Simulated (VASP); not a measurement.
# S (a cell with a defect) in VASP: further runs

S (a cell with a defect) is run at these levels: PBEsol; tasks: single point.

All numbers are computed with VASP 6.6.1; they aren't measurements. Logs are shortened: lines on timing, memory, paths and dates and some standing lists are left out, and cuts for length are marked.

## Step 1: The cell of the first run

The cell holds a defect, 23 atoms: a = 8.382 Å, b = 8.382 Å, c = 8.382 Å, α = 76.85°, β = 76.85°, γ = 76.85°.

## Step 2: Single point, PBEsol

Contents of INCAR:

```
SYSTEM = S
PREC     = Accurate       ! precision mode
ENCUT    = 520            ! plane-wave cutoff, eV
EDIFF    = 1E-7           ! SCF threshold, eV
ISMEAR   = 0              ! smearing method
SIGMA    = 0.05           ! smearing width, eV
LREAL    = Auto         
LASPH    = .True.         ! aspherical terms in the spheres
NELM     = 100            ! most SCF steps
ALGO     = Normal         ! electronic algorithm
ISIF     = 2              ! what is computed and relaxed
LWAVE    = .False.        ! write WAVECAR
LCHARG   = .True.         ! write CHGCAR
GGA      = PS             ! functional
LELF     = .True.         ! ELF
LVHAR    = .True.       
NBANDS   = 86             ! bands
```

Contents of KPOINTS:

```
Automatic mesh
0
Gamma
  3 3 3
  0 0 0
```

Contents of POSCAR:

```
S
1.0
    0.0000000000      6.0153880483     -5.8370511382
    5.2094788634     -3.0076940241     -5.8370511382
   -5.2094788634     -3.0076940241     -5.8370511382
S
23
Direct
    0.5604618681      0.4439439178      0.2082925154
    0.3076672443      0.1943965453      0.9475104561
    0.0590032838      0.9386440191      0.6956417854
    0.6935478701      0.4590374892      0.8206500515
    0.4430835654      0.1997454350      0.5540614901
    0.2004203039      0.9537326780      0.3001993612
    0.9408938344      0.7040074246      0.0448082821
    0.4707616859      0.7784690498      0.6906013356
    0.2084600912      0.5578160761      0.4467370190
    0.9571497269      0.3011772161      0.1896912086
    0.7107623809      0.0609780759      0.9352062126
    0.4355105417      0.5478215574      0.8117462293
    0.1960002453      0.3100700937      0.5438783175
    0.9514925515      0.0524442774      0.2921592341
    0.6946862675      0.8140339144      0.0384492339
    0.6564239721      0.7286379745      0.4820599513
    0.3135457869      0.5508462236      0.1981347436
    0.0578656405      0.2940870217      0.9406616770
    0.8132462523      0.0527033407      0.6865296958
    0.7583073333      0.4784776016      0.5693673071
    0.5469653523      0.1957202316      0.3058832662
    0.3027268457      0.9457667880      0.0513514113
    0.0408331057      0.6921039371      0.7969029035
```

Potentials or basis: VASP PAW PBE potentials, release 64 (S).

Run with:

```bash
$ cat potpaw_PBE.64/S/POTCAR > POTCAR
$ mpirun -np 1 vasp_std > vasp.out
```

OUTCAR:

```text
SYSTEM = S
   PREC = Accurate
   ENCUT = 520
   EDIFF = 1E-7
   ISMEAR = 0
   LREAL = Auto
   LASPH = .True.
   NELM = 100
   ISIF = 2
   GGA = PS

 ion  position               nearest neighbor table
   1  0.560  0.444  0.208-  17 2.07  21 2.07
   2  0.308  0.194  0.948-  22 2.07  18 2.08
   3  0.059  0.939  0.696-  23 2.07  19 2.07
   4  0.694  0.459  0.821-  20 2.03  12 2.13
   5  0.443  0.200  0.554-  21 2.07  13 2.08
   6  0.200  0.954  0.300-  14 2.07  22 2.08
[... 15 lines left out ...]
  22  0.303  0.946  0.051-   2 2.07   6 2.08
  23  0.041  0.692  0.797-   7 2.07   3 2.07

  LATTYP: Found a trigonal (rhomboedric) cell.
 ALAT       =     8.3818887705
 COS(alpha) =     0.2274354618

  Lattice vectors:

 A1 = (   0.0000000000,   6.0153880483,  -5.8370511382)
 A2 = (   5.2094788634,  -3.0076940241,  -5.8370511382)
 A3 = (  -5.2094788634,  -3.0076940241,  -5.8370511382)

Analysis of symmetry for initial positions (statically):
=====================================================================
 Subroutine PRICEL returns:
 Original cell was already a primitive cell.

 Routine SETGRP: Setting up the symmetry group for a
 trigonal (rhombohedral) supercell.

 Subroutine GETGRP returns: Found  1 space group operations
 (whereof  1 operations were pure point group operations)
 out of a pool of 12 trial point group operations.

The static configuration has the point symmetry C_1 .

Analysis of symmetry for dynamics (positions and initial velocities):
=====================================================================
 Subroutine PRICEL returns:
 Original cell was already a primitive cell.

 Routine SETGRP: Setting up the symmetry group for a
 trigonal (rhombohedral) supercell.

 Subroutine GETGRP returns: Found  1 space group operations
 (whereof  1 operations were pure point group operations)
 out of a pool of 12 trial point group operations.

The dynamic configuration has the point symmetry C_1 .

 Subroutine INISYM returns: Found  1 space group operations
 (whereof  1 operations are pure point group operations),
 and found     1 'primitive' translations

----------------------------------------------------------------------------------------

                                     Primitive cell

  volume of cell :     548.7477

[... 122 lines left out ...]
   NSW    =      0    number of steps for IOM
   IBRION =     -1    ionic relax: 0-MD 1-quasi-New 2-CG
   NFREE  =      0    steps in history (QN), initial steepest desc. (CG)
   ISIF   =      2    stress and relaxation
   ISYM   =      2    0-nonsym 1-usesym 2-fastsym
   POTIM  = 0.5000    time-step for ionic-motion
   TEBEG  =    0.0;   TEEND  =   0.0 temperature during run
   PSTRESS=    0.0 pullay stress
   NELECT =     138.0000    total number of electrons
   NUPDOWN=      -1.0000    fix difference up-down
   EMIN   =  10.00;   EMAX   =-10.00  energy-range for DOS
   EFERMI =   0.00;   METHOD = LEGACY
   ISMEAR =     0;   SIGMA  =   0.05  broadening in eV -4-tet -1-fermi 0-gaus
   EFERMI_NEDOS =   21; number of points for ismear=-14 and -15
   IALGO  =     38    algorithm
   IMIX   =      4    mixing-type and parameters
     AMIX     =   0.40;   BMIX     =  1.00
     AMIX_MAG =   1.60;   BMIX_MAG =  1.00
  volume/ion in A,a.u.               =      23.86       161.01
  Fermi-wavevector in a.u.,A,eV,Ry     =   1.033341  1.952731 14.528212  1.067793
  Thomas-Fermi vector in A             =   2.167583
   LORBIT       =      0    0 simple, 1 ext, 2 COOP (PROOUT), +10 PAW based schemes
   GGA     = PS    functional components
   LHFCALC =     F    Hartree Fock is set to
   AEXX    =    0.0000 exact exchange contribution
   IVDW    =     0    specifies the selected vdW correction
   LEPSILON=     F    determine dielectric tensor
   LRPA    =     F    only Hartree local field effects (RPA)
 non-spin polarized calculation
 Gauss-broadening in eV      SIGMA  =   0.05
  energy-cutoff  :      520.00
  volume of cell :      548.75
 maximum number of plane-waves:     14835
 NGX is ok and might be reduce to    64
   NGX = 31   NGY = 31   NGZ = 31

 number of electron     137.9999999 magnetization

 Free energy of the ion-electron system (eV)
  ---------------------------------------------------
  ext. energy  EPLUGINS =         0.00000000
  ---------------------------------------------------
  free energy    TOTEN  =       -99.45469740 eV

  energy without entropy =      -99.45469740  energy(sigma->0) =      -99.45469740

 E-fermi :   3.1083     XC(G=0):  -8.8065

 val. band max:        2.8898354478   @ k =   0.3333   0.3333   0.3333
 cond. band min:       4.6037775888   @ k =   0.3333  -0.3333   0.3333
 fundamental gap:      1.7139421410
 Fermi energy:         3.1083184869

 k-point     1 :       0.0000    0.0000    0.0000
  band No.  band energies     occupation
      1     -14.1110      2.00000
      2     -13.8977      2.00000
      3     -13.7934      2.00000
      4     -13.6993      2.00000
      5     -12.2883      2.00000
      6     -12.2734      2.00000
[... 1165 lines left out ...]
     80       5.8599      0.00000
     81       5.9368      0.00000
 [bands above 81 left out]

------------------------ aborting loop because EDIFF is reached ----------------------------------------

  FORCE on cell =-STRESS in cart. coord.  units (eV):
  Direction    XX          YY          ZZ          XY          YZ          ZX
  --------------------------------------------------------------------------------------
  -------------------------------------------------------------------------------------
  Total       -0.8674711     -1.7044778     -0.6425100      0.5101238      0.2130038      0.1493926
  in kB       -2.5327536     -4.9765602     -1.8759351      1.4894073      0.6219067      0.4361813
  external PRESSURE =      -3.1284163 kB  Pullay stress =       0.0000000 kB

 VOLUME and BASIS-vectors are now :
 -----------------------------------------------------------------------------
  energy-cutoff  :      520.00
  volume of cell :      548.75
      direct lattice vectors                 reciprocal lattice vectors
     0.000000000  6.015388048 -5.837051138     0.000000000  0.110826876 -0.057106461
     5.209478863 -3.007694024 -5.837051138     0.095978890 -0.055413438 -0.057106461
    -5.209478863 -3.007694024 -5.837051138    -0.095978890 -0.055413438 -0.057106461

 POSITION                                       TOTAL-FORCE (eV/Angst)
 -----------------------------------------------------------------------------------
      1.22762      1.40967     -7.07858        -0.056249     -0.063098      0.061248
     -3.92333     -1.58377     -8.46124        -0.048400     -0.056358      0.063184
      1.26592     -4.56050     -9.88382        -0.049870     -0.055812      0.054762
     -1.88381      0.32305    -11.51788         0.100758     -0.016948      0.088463
     -1.84580      0.39810     -6.98631         0.079395     -0.015759      0.060891
      3.40457     -2.56584     -8.48913         0.074727     -0.012853      0.061409
[... 15 lines left out ...]
      4.65944     -1.17801     -7.58726         0.025819     -0.072701     -0.059069
     -0.54595     -4.23285     -8.92975         0.025385     -0.076472     -0.063154
 -----------------------------------------------------------------------------------
    total drift:                                0.000814     -0.001766     -0.004383

  FREE ENERGIE OF THE ION-ELECTRON SYSTEM (eV)
  ---------------------------------------------------
  free  energy   TOTEN  =       -99.4546974030 eV

  energy  without entropy=      -99.4546974030  energy(sigma->0) =      -99.45469740
```

OSZICAR:

```text
N       E                     dE             d eps       ncg     rms          rms(c)
DAV:   1     0.859666911634E+03    0.85967E+03   -0.59235E+04  2408   0.138E+03
DAV:   2    -0.138395223731E+02   -0.87351E+03   -0.84652E+03  3034   0.245E+02
DAV:   3    -0.976226069936E+02   -0.83783E+02   -0.82589E+02  2808   0.826E+01
DAV:   4    -0.100400458659E+03   -0.27779E+01   -0.27541E+01  3272   0.155E+01
DAV:   5    -0.100478292921E+03   -0.77834E-01   -0.77659E-01  3376   0.272E+00    0.512E+01
DAV:   6    -0.997361786240E+02    0.74211E+00   -0.47369E-01  3008   0.194E+00    0.307E+01
DAV:   7    -0.994570348799E+02    0.27914E+00   -0.86522E-01  2984   0.252E+00    0.904E-01
DAV:   8    -0.994549062140E+02    0.21287E-02   -0.60352E-02  3016   0.806E-01    0.577E-01
DAV:   9    -0.994544177461E+02    0.48847E-03   -0.57839E-03  3032   0.219E-01    0.250E-01
DAV:  10    -0.994545929582E+02   -0.17521E-03   -0.10568E-03  3096   0.931E-02    0.626E-02
DAV:  11    -0.994546563692E+02   -0.63411E-04   -0.10101E-04  3168   0.324E-02    0.348E-02
DAV:  12    -0.994546821765E+02   -0.25807E-04   -0.22072E-05  2928   0.145E-02    0.174E-02
DAV:  13    -0.994546948272E+02   -0.12651E-04   -0.10154E-05  2832   0.940E-03    0.764E-03
DAV:  14    -0.994546970960E+02   -0.22689E-05   -0.18548E-06  2928   0.400E-03    0.471E-03
DAV:  15    -0.994546973125E+02   -0.21647E-06   -0.22195E-07  2232   0.158E-03    0.159E-03
DAV:  16    -0.994546974030E+02   -0.90535E-07   -0.19139E-07  1976   0.134E-03
   1 F= -.99454697E+02 E0= -.99454697E+02  d E =-.123655E-10
```

It took 12 min on 1 thread of AMD EPYC 9R45 (Zen 5), shared host; peak memory 0.72 GiB.

What came out:

```yaml
Free_energy: -99.4547 eV
Pressure: -0.3 GPa
Largest_force: 0.135 eV/Å
Band_gap_on_the_k_mesh: 1.71 eV
```

Forces on the atoms (eV/Å):
```
S   -0.056 -0.063  0.061
S   -0.048 -0.056  0.063
S   -0.050 -0.056  0.055
S    0.101 -0.017  0.088
S    0.079 -0.016  0.061
S    0.075 -0.013  0.061
S    0.071 -0.012  0.057
S   -0.067  0.046  0.046
S   -0.030  0.071  0.063
S   -0.025  0.073  0.063
S   -0.027  0.072  0.062
S    0.074  0.078 -0.079
S    0.048  0.058 -0.062
S    0.053  0.060 -0.062
S    0.051  0.060 -0.063
S   -0.091 -0.023  0.004
S   -0.073  0.010 -0.062
S   -0.079  0.016 -0.062
S   -0.078  0.011 -0.060
S   -0.001 -0.079 -0.053
S    0.023 -0.070 -0.060
S    0.026 -0.073 -0.059
S    0.025 -0.076 -0.063
```

Caveat: the PAW data sets were made with another functional, which shifts forces and pressure a little.

## Step 3: Single point, PBEsol

Contents of INCAR:

```
PREC     = Accurate       # precision mode
ENCUT    = 520            # plane-wave cutoff, eV
EDIFF    = 1E-6           # SCF threshold, eV
ISMEAR   = 0              # smearing method
SIGMA    = 0.05           # smearing width, eV
LREAL    = Auto         
LASPH    = True           # aspherical terms in the spheres
NELM     = 100            # most SCF steps
ALGO     = Normal         # electronic algorithm
ISIF     = 2              # what is computed and relaxed
LWAVE    = False          # write WAVECAR
LCHARG   = False          # write CHGCAR
GGA      = PS             # functional
NBANDS   = 86             # bands
```

Contents of KPOINTS:

```
Automatic mesh
0
Gamma
  3 3 3
```

Contents of POSCAR:

```
S
1.0
    0.0000000000      6.0153880483     -5.8370511382
    5.2094788634     -3.0076940241     -5.8370511382
   -5.2094788634     -3.0076940241     -5.8370511382
S
23
Direct
    0.5619713139      0.4446152917      0.2101137164
    0.3082335968      0.1933973736      0.9468245595
    0.0595971608      0.9386644836      0.6964360318
    0.6972917502      0.4556889624      0.8227986196
    0.4429860729      0.1981698684      0.5537979549
    0.2017398153      0.9534525923      0.2999904919
    0.9403163238      0.7029589744      0.0450388465
    0.4649553882      0.7798327723      0.6860923018
    0.2086391715      0.5566786934      0.4467909264
    0.9586674143      0.3011869303      0.1894615514
    0.7104659188      0.0598451961      0.9362990833
    0.4427532472      0.5490112397      0.8101943706
    0.1960732253      0.3088343193      0.5426131735
    0.9528559003      0.0526050387      0.2923858368
    0.6941406672      0.8128248757      0.0374619064
    0.6796205797      0.7266030310      0.4893376476
    0.3153492083      0.5509131624      0.1982540868
    0.0585166576      0.2936576323      0.9403131017
    0.8137982401      0.0530729385      0.6874319764
    0.7504566260      0.4768398909      0.5659971775
    0.5481913036      0.1960212683      0.3056612179
    0.3029671342      0.9449673804      0.0509420619
    0.0413059780      0.6920144506      0.7972794904
```

Potentials or basis: VASP PAW PBE potentials, release 64 (S).

Run with:

```bash
$ cat potpaw_PBE.64/S/POTCAR > POTCAR
$ mpirun -np 1 vasp_std > vasp.out
```

Wall time 13 min (1 thread of AMD EPYC 9R45 (Zen 5), shared host); peak memory 0.72 GiB.

Results (log left out):

| Quantity | Value |
| --- | --- |
| Free energy | -99.4742 eV |
| Pressure | -0.3 GPa |
| Largest force | 0.149 eV/Å |
| Band gap on the k mesh | 1.68 eV |

Forces on the atoms (eV/Å):
```
S   -0.051 -0.063  0.061
S   -0.051 -0.056  0.069
S   -0.047 -0.060  0.063
S    0.076 -0.043  0.068
S    0.076 -0.016  0.069
S    0.075 -0.016  0.064
S    0.072 -0.014  0.068
S   -0.056  0.043  0.059
S   -0.031  0.064  0.065
S   -0.024  0.070  0.066
S   -0.029  0.070  0.069
S    0.061  0.094 -0.097
S    0.054  0.058 -0.057
S    0.051  0.058 -0.068
S    0.050  0.051 -0.060
S   -0.130  0.029 -0.035
S   -0.075  0.015 -0.065
S   -0.077  0.012 -0.062
S   -0.075  0.007 -0.066
S    0.056 -0.086 -0.019
S    0.028 -0.070 -0.063
S    0.025 -0.071 -0.060
S    0.021 -0.078 -0.068
```

Stress tensor (GPa, compression positive):
```
-0.24  0.15  0.05
 0.15 -0.52  0.05
 0.05  0.05 -0.18
```

Levels at points of the mesh, in eV from the valence-band top:
```tsv
k point	band 67	band 68	band 69	band 70	band 71	band 72
(0.00, 0.00, 0.00)	-0.72	-0.30	-0.04	1.68	1.83	2.11
```

Caveat: the PAW data sets were made with another functional, which shifts forces and pressure a little.
